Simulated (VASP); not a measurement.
# Cr (Im-3m) in VASP: a series of runs

The runs below take Cr through single point, with PBE.

All numbers are computed with VASP 6.6.1; they aren't measurements. Logs are shortened: lines on timing, memory, paths and dates and some standing lists are left out, and cuts for length are marked.

## 1. The cell of the first run

Symmetry: Im-3m, No. 229, cubic system. The conventional cell has a = 2.884 Å, b = 2.884 Å, c = 2.884 Å, α = 90.00°, β = 90.00°, γ = 90.00°. Within 3.3 Å of Cr (site symmetry m-3m) lie 14 Cr at 2.50 to 2.88 Å.

## 2. Single point, PBE

File INCAR:

```
PREC = Accurate
ENCUT = 520
EDIFF = 1E-7
ISMEAR = 0
SIGMA = 0.1
LREAL = F
LASPH = T
NELM = 100
ALGO = Normal
ISIF = 2
LWAVE = F
LCHARG = F
GGA = PE
NBANDS = 12
```

File KPOINTS:

```
Automatic mesh
0
Gamma
  16 16 16
```

File POSCAR:

```
Cr
1.0
   -1.4419500000      1.4419500000      1.4419500000
    1.4419500000     -1.4419500000      1.4419500000
    1.4419500000      1.4419500000     -1.4419500000
Cr
1
Direct
    0.0000000000      0.0000000000      0.0000000000
```

Potentials or basis: VASP PAW PBE potentials, release 64 (Cr_pv).

Started as:

```sh
cat potpaw_PBE.64/Cr_pv/POTCAR > POTCAR
mpirun -np 1 vasp_std > vasp.out
```

OUTCAR:

```text
PREC = Accurate
   ENCUT = 520
   EDIFF = 1E-7
   ISMEAR = 0
   LREAL = F
   LASPH = T
   NELM = 100
   ISIF = 2
   GGA = PE

 ion  position               nearest neighbor table
   1  0.000  0.000  0.000-

  LATTYP: Found a body centered cubic cell.
 ALAT       =     2.8839000000

  Lattice vectors:

 A1 = (  -1.4419500000,   1.4419500000,   1.4419500000)
 A2 = (   1.4419500000,  -1.4419500000,   1.4419500000)
 A3 = (   1.4419500000,   1.4419500000,  -1.4419500000)

Analysis of symmetry for initial positions (statically):
=====================================================================
 Subroutine PRICEL returns:
 Original cell was already a primitive cell.

 Routine SETGRP: Setting up the symmetry group for a
 body centered cubic supercell.

 Subroutine GETGRP returns: Found 48 space group operations
 (whereof 48 operations were pure point group operations)
 out of a pool of 48 trial point group operations.

The static configuration has the point symmetry O_h .

Analysis of symmetry for dynamics (positions and initial velocities):
=====================================================================
 Subroutine PRICEL returns:
 Original cell was already a primitive cell.

 Routine SETGRP: Setting up the symmetry group for a
 body centered cubic supercell.

 Subroutine GETGRP returns: Found 48 space group operations
 (whereof 48 operations were pure point group operations)
 out of a pool of 48 trial point group operations.

The dynamic configuration has the point symmetry O_h .

 Subroutine INISYM returns: Found 48 space group operations
 (whereof 48 operations are pure point group operations),
 and found     1 'primitive' translations

----------------------------------------------------------------------------------------

                                     Primitive cell

  volume of cell :      11.9925

  direct lattice vectors                    reciprocal lattice vectors
    -1.441950000  1.441950000  1.441950000     0.000000000  0.346752661  0.346752661
     1.441950000 -1.441950000  1.441950000     0.346752661  0.000000000  0.346752661
     1.441950000  1.441950000 -1.441950000     0.346752661  0.346752661  0.000000000

  length of vectors
     2.497530662  2.497530662  2.497530662     0.490382316  0.490382316  0.490382316

  position of ions in fractional coordinates (direct lattice)
     0.000000000  0.000000000  0.000000000

  ion indices of the primitive-cell ions
   primitive index   ion index
                 1           1

----------------------------------------------------------------------------------------

 KPOINTS: Automatic mesh

Automatic generation of k-mesh.
 Grid dimensions read from file:
 generate k-points for:   16   16   16

 Generating k-lattice:

  Cartesian coordinates                     Fractional coordinates (reciprocal lattice)
     0.000000000  0.021672041  0.021672041     0.062500000  0.000000000  0.000000000
     0.021672041  0.000000000  0.021672041     0.000000000  0.062500000  0.000000000
     0.021672041  0.021672041  0.000000000     0.000000000  0.000000000  0.062500000

  Length of vectors
     0.030648895  0.030648895  0.030648895

  Shift w.r.t. Gamma in fractional coordinates (k-lattice)
     0.000000000  0.000000000  0.000000000

 Subroutine IBZKPT returns following result:
 ===========================================

 Found    145 irreducible k-points:

 Following reciprocal coordinates:
            Coordinates               Weight
  0.000000  0.000000  0.000000      1.000000
  0.062500  0.000000  0.000000     12.000000
  0.125000  0.000000  0.000000     12.000000
  0.187500  0.000000  0.000000     12.000000
  0.250000  0.000000  0.000000     12.000000
  0.312500  0.000000  0.000000     12.000000
[... 16 lines left out ...]
  0.187500  0.187500  0.000000     24.000000
  0.250000  0.187500  0.000000     48.000000
 [... further k-points ...]
   k-points           NKPTS =    145   k-points in BZ     NKDIM =    145   number of bands    NBANDS=     12
   number of dos      NEDOS =    301   number of ions     NIONS =      1
   total plane-waves  NPLWV =   8000
   dimension x,y,z NGX =    20 NGY =   20 NGZ =   20
   dimension x,y,z NGXF=    40 NGYF=   40 NGZF=   40
   ions per type =               1
   NGX,Y,Z   is equivalent  to a cutoff of  13.31, 13.31, 13.31 a.u.
   NGXF,Y,Z  is equivalent  to a cutoff of  26.63, 26.63, 26.63 a.u.
 SYSTEM =  unknown system
   PREC   = accura    normal or accurate (medium, high low for compatibility)
   ISTART =      0    job   : 0-new  1-cont  2-samecut
   ICHARG =      2    charge: 1-file 2-atom 10-const
   ISPIN  =      1    spin polarized calculation?
   LNONCOLLINEAR =      F non collinear calculations
   LSORBIT =      F    spin-orbit coupling
   LASPH  =      T    aspherical Exc in radial PAW
   ENCUT  =  520.0 eV  38.22 Ry    6.18 a.u.   4.64  4.64  4.64*2*pi/ulx,y,z
   NELM   =    100;   NELMIN=  2; NELMDL= -5     # of ELM steps
   EDIFF  = 0.1E-06   stopping-criterion for ELM
   LREAL  =      F    real-space projection
   EDIFFG = 0.1E-05   stopping-criterion for IOM
   NSW    =      0    number of steps for IOM
   IBRION =     -1    ionic relax: 0-MD 1-quasi-New 2-CG
   NFREE  =      0    steps in history (QN), initial steepest desc. (CG)
   ISIF   =      2    stress and relaxation
   ISYM   =      2    0-nonsym 1-usesym 2-fastsym
   POTIM  = 0.5000    time-step for ionic-motion
   TEBEG  =    0.0;   TEEND  =   0.0 temperature during run
   PSTRESS=    0.0 pullay stress
   NELECT =      12.0000    total number of electrons
   NUPDOWN=      -1.0000    fix difference up-down
   EMIN   =  10.00;   EMAX   =-10.00  energy-range for DOS
   EFERMI =   0.00;   METHOD = LEGACY
   ISMEAR =     0;   SIGMA  =   0.10  broadening in eV -4-tet -1-fermi 0-gaus
   EFERMI_NEDOS =   21; number of points for ismear=-14 and -15
   IALGO  =     38    algorithm
   IMIX   =      4    mixing-type and parameters
     AMIX     =   0.40;   BMIX     =  1.00
     AMIX_MAG =   1.60;   BMIX_MAG =  1.00
  volume/ion in A,a.u.               =      11.99        80.93
  Fermi-wavevector in a.u.,A,eV,Ry     =   1.637439  3.094310 36.480015  2.681205
  Thomas-Fermi vector in A             =   2.728578
   LORBIT       =      0    0 simple, 1 ext, 2 COOP (PROOUT), +10 PAW based schemes
   GGA     = PE    functional components
   LHFCALC =     F    Hartree Fock is set to
   AEXX    =    0.0000 exact exchange contribution
   IVDW    =     0    specifies the selected vdW correction
   LEPSILON=     F    determine dielectric tensor
   LRPA    =     F    only Hartree local field effects (RPA)
 non-spin polarized calculation
 Gauss-broadening in eV      SIGMA  =   0.10
  energy-cutoff  :      520.00
  volume of cell :       11.99
 maximum number of plane-waves:       336
   NGX =  9   NGY =  9   NGZ =  9

 number of electron      11.9999992 magnetization

 Free energy of the ion-electron system (eV)
  ---------------------------------------------------
  ext. energy  EPLUGINS =         0.00000000
  ---------------------------------------------------
  free energy    TOTEN  =        -9.50562677 eV

  energy without entropy =       -9.50209366  energy(sigma->0) =       -9.50386021

 E-fermi :  10.4063     XC(G=0): -13.4582

 val. band max:       10.3855821599   @ k =  -0.1875   0.1875   0.1250
 cond. band min:      10.4100416440   @ k =  -0.1875   0.1875   0.1250
 fundamental gap:      0.0244594840
 Fermi energy:        10.4063148919

 k-point     1 :       0.0000    0.0000    0.0000
  band No.  band energies     occupation
      1     -32.3378      2.00000
      2     -32.3378      2.00000
      3     -32.3378      2.00000
      4       2.7262      2.00000
      5       9.5750      2.00000
      6       9.5750      2.00000
      7       9.5750      2.00000
      8      11.5308      0.00000
      9      11.5308      0.00000
     10      17.5206      0.00000
     11      32.4543      0.00000
     12      32.4543      0.00000

 k-point     2 :       0.0625    0.0000    0.0000
  band No.  band energies     occupation
      1     -32.3700      2.00000
      2     -32.3477      2.00000
      3     -32.3379      2.00000
      4       2.8923      2.00000
      5       9.5124      2.00000
      6       9.5647      2.00000
      7       9.6852      2.00000
      8      11.4612      0.00000
      9      11.5353      0.00000
     10      17.5206      0.00000
     11      32.0221      0.00000
     12      32.3953      0.00000

 k-point     3 :       0.1250    0.0000    0.0000
  band No.  band energies     occupation
      1     -32.4612      2.00000
      2     -32.3761      2.00000
      3     -32.3384      2.00000
      4       3.3733      2.00000
      5       9.3375      2.00000
      6       9.5122      2.00000
      7      10.0067      2.00000
      8      11.3090      0.00000
      9      11.5510      0.00000
     10      17.5205      0.00000
     11      30.8176      0.00000
     12      32.0609      0.00000
[... 286 lines left out ...]
 k-point    23 :       0.1875    0.1875    0.0000
  band No.  band energies     occupation
      1     -32.8896      2.00000
      2     -32.5285      2.00000
      3     -32.3952      2.00000
      4       6.1679      2.00000
      5       8.5476      2.00000
      6       8.7961      2.00000
      7      11.0829      0.00000
      8      11.8490      0.00000
      9      12.4978      0.00000
     10      17.5193      0.00000
     11      25.7207      0.00000
     12      26.5302      0.00000

 k-point    24 :       0.2500    0.1875    0.0000
  band No.  band energies     occupation
      1     -32.9716      2.00000
      2     -32.5954      2.00000
      3     -32.4057      2.00000
      4       6.7642      2.00000
      5       8.3298      2.00000
      6       8.8654      2.00000
      7      11.2040      0.00000
      8      11.9320      0.00000
      9      13.4816      0.00000
     10      17.5186      0.00000
     11      23.7243      0.00000
     12      25.3728      0.00000

 [... further k-points ...]

------------------------ aborting loop because EDIFF is reached ----------------------------------------

  FORCE on cell =-STRESS in cart. coord.  units (eV):
  Direction    XX          YY          ZZ          XY          YZ          ZX
  --------------------------------------------------------------------------------------
  -------------------------------------------------------------------------------------
  Total       -0.7000865     -0.7000865     -0.7000865      0.0000000      0.0000000      0.0000000
  in kB      -93.5301668    -93.5301668    -93.5301668      0.0000000      0.0000000      0.0000000
  external PRESSURE =     -93.5301668 kB  Pullay stress =       0.0000000 kB

 VOLUME and BASIS-vectors are now :
 -----------------------------------------------------------------------------
  energy-cutoff  :      520.00
  volume of cell :       11.99
      direct lattice vectors                 reciprocal lattice vectors
    -1.441950000  1.441950000  1.441950000     0.000000000  0.346752661  0.346752661
     1.441950000 -1.441950000  1.441950000     0.346752661  0.000000000  0.346752661
     1.441950000  1.441950000 -1.441950000     0.346752661  0.346752661  0.000000000

 POSITION                                       TOTAL-FORCE (eV/Angst)
 -----------------------------------------------------------------------------------
      0.00000      0.00000      0.00000        -0.000000      0.000000      0.000000
 -----------------------------------------------------------------------------------
    total drift:                                0.000000     -0.000000      0.000000

  FREE ENERGIE OF THE ION-ELECTRON SYSTEM (eV)
  ---------------------------------------------------
  free  energy   TOTEN  =        -9.5056267732 eV

  energy  without entropy=       -9.5020936563  energy(sigma->0) =       -9.50386021
```

Run time: 14 s. Hardware: 1 thread of Intel Xeon Platinum 8375C at 2.90GHz (Ice Lake), shared host; peak memory 0.13 GiB.

What came out:

```
Free energy            : -9.5056 eV
Pressure               : -9.4 GPa
Band gap on the k mesh : zero (bands 6 and 7 overlap by 3.18 eV)
```

Caveat: the cell stands under tension; the run has no spin polarisation, though such a crystal can be magnetic. Spin polarisation is off, so any magnetic state and its effect on volume and gap are missing.

## 3. Single point, PBE, collinear spin, antiferromagnetic start

This run uses another cell than the first one: it holds 2 atoms, not 1.

File INCAR:

```
SYSTEM = Cr
ALGO = Normal
EDIFF = 1E-6
ENCUT = 520
GGA = PE
ISIF = 2
ISMEAR = 0
ISPIN = 2
LASPH = .TRUE.
LCHARG = .FALSE.
LMAXMIX = 4
LORBIT = 11
LREAL = .FALSE.
LWAVE = .FALSE.
MAGMOM = 1.5 -1.5
NBANDS = 23
NELM = 150
PREC = Accurate
SIGMA = 0.1
```

File KPOINTS:

```
k-points
0
G
  14 14 14
  0 0 0
```

File POSCAR:

```
Cr
1.0
    2.8850000000      0.0000000000      0.0000000000
    0.0000000000      2.8850000000      0.0000000000
    0.0000000000      0.0000000000      2.8850000000
Cr
2
Direct
    0.0000000000      0.0000000000      0.0000000000
    0.5000000000      0.5000000000      0.5000000000
```

Potentials or basis: VASP PAW PBE potentials, release 64 (Cr_pv).

Started as:

```sh
cat potpaw_PBE.64/Cr_pv/POTCAR > POTCAR
mpirun -np 1 vasp_std > vasp.out
```

It took 89 s on 1 thread of Intel Xeon Platinum 8375C at 2.90GHz (Ice Lake), shared host; peak memory 0.21 GiB.

It converged, with:

```
Free energy                                           : -19.0584 eV
Pressure                                              : -3.5 GPa
Band gap on the k mesh                                : zero (filled and empty bands overlap)
Net moment                                            : 0.00 μB per cell
Site moments                                          : Cr +1.24, -1.24 μB
Valence electrons inside the program's atomic spheres : Cr 10.98
```

Levels at points of the mesh, in eV from the Fermi level:
Spin up:
| k point | band 9 | band 10 | band 11 | band 12 | band 13 | band 14 | band 15 | band 16 |
| --- | --- | --- | --- | --- | --- | --- | --- | --- |
| (0.00, 0.00, 0.00) | -4.03 | -0.86 | -0.86 | -0.86 | 1.25 | 1.25 | 2.59 | 2.59 |
| (0.50, 0.00, 0.00) | -2.01 | -1.16 | -0.83 | -0.83 | 0.14 | 0.30 | 0.30 | 1.42 |
| (0.50, 0.50, 0.00) | -2.29 | -2.29 | 1.03 | 1.06 | 1.06 | 1.09 | 1.37 | 2.05 |
| (0.50, 0.50, 0.50) | -2.54 | -1.76 | -1.76 | -1.76 | 1.09 | 1.09 | 2.11 | 2.11 |
Spin down:
| k point | band 10 | band 11 | band 12 | band 13 | band 14 | band 15 |
| --- | --- | --- | --- | --- | --- | --- |
| (0.00, 0.00, 0.00) | -0.86 | -0.86 | -0.86 | 1.25 | 1.25 | 2.59 |
| (0.50, 0.00, 0.00) | -1.16 | -0.83 | -0.83 | 0.14 | 0.30 | 0.30 |
| (0.50, 0.50, 0.00) | -2.29 | 1.03 | 1.06 | 1.06 | 1.09 | 1.37 |
| (0.50, 0.50, 0.50) | -1.76 | -1.76 | -1.76 | 1.09 | 1.09 | 2.11 |

Caveat: the cell stands under tension; an empty level that is flat over the whole mesh can mark a ghost state of the potentials, or a narrow d or f band.
